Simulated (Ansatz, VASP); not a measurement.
Two plane-wave programs on AlNi

```
CELL_PARAMETERS angstrom
1.92002 -1.94256 -0.00378
1.95123 1.97354 0.02550
0.01736 0.02323 3.17529
ATOMIC_POSITIONS crystal
Al 0.99577 0.02035 0.99188
Ni 0.50005 0.49469 0.49629
```

Change from the starting cell: kmesh displaced: [4, 4, 4] Gamma-centred.

Alike in both runs: task single point; functional PBEsol; k mesh 4 × 4 × 4; occupations gaussian, width 0.1 eV; no spin polarisation.

|  | VASP | Ansatz |
| --- | --- | --- |
| version | VASP 6.6.1 | Ansatz 0.2.0 |
| potentials or method | VASP PAW PBE potentials, release 64 (Al, Ni), cutoff 520 eV | scalar-relativistic, plane waves, PAW |
| valence electrons in the cell | 13 | 21 |

```csv
,VASP,Ansatz,Ansatz less VASP
gap on the k mesh at the Fermi level (eV),none,none,-
pressure (GPa),-3.2,-3.1,+0.06
"traceless stress, the component that is largest in VASP (GPa)",-8.30,-8.20,+0.091
rms of the force components (eV/Å),0.223,0.222,-0.0011
```

VASP's potentials were made for PBE, not for PBEsol. Atom by atom the forces differ by 0.001 eV/Å (rms over components). A gap of «none» marks a metal or a gap that the smearing closes. VASP's potentials hold 13 valence electrons a cell and Ansatz's 21, so a difference there can come from the potentials and not from the codes.

The k mesh is coarse, so the values compare programs but aren't converged.
